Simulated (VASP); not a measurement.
TaN:

```xyz
2
Lattice="0.0000 2.2113 2.2113 2.2113 0.0000 2.2113 2.2113 2.2113 0.0000" Properties=species:S:1:pos:R:3 pbc="T T T"
Ta    2.2113    2.2113    2.2113
N     0.0000    0.0000    0.0000
```

```yaml
Program: VASP 6.6.1
Task: relaxation of cell and atoms
Functional: revPBE
Dispersion: D3(BJ)
Potentials_or_basis: VASP PAW PBE potentials, release 64 (Ta_pv, N)
Cutoff: 600 eV
k_mesh: 10 × 10 × 10
Occupations: fermi-dirac, width 0.05 eV
Spin: no spin polarisation
```

At the start: pressure -10.8 GPa; volume 10.81 Å³/atom.

Problem. How do energy, volume and symmetry change on relaxing?

Solution. Over 4 steps the energy falls by 12.3 meV/atom and the volume is 10.46 Å³/atom (-3.2 %); space group Fm-3m (No. 225, to 0.05 Å).

Step by step:
| step | energy change (eV) | largest force (eV/Å) | pressure (GPa) | volume (Å³) |
| --- | --- | --- | --- | --- |
| 1 | 0.0000 | 0.0000 | -10.85 | 21.63 |
| 2 | 0.1136 | 0.0000 | 31.40 | 19.41 |
| 3 | -0.0245 | 0.0000 | -0.29 | 20.94 |
| 4 | -0.0245 | 0.0000 | -0.05 | 20.93 |

Final structure:
```
Ta N
1.0
     0.00000    2.18723    2.18723
     2.18723    0.00000    2.18723
     2.18723    2.18723    0.00000
Ta N
1 1
Direct
  0.50000 0.50000 0.50000
  0.00000 0.00000 0.00000
```

Caveat: the PAW data sets were made with another functional, which shifts forces and pressure a little; pairwise dispersion overbinds metals, which lowers pressure and volume.
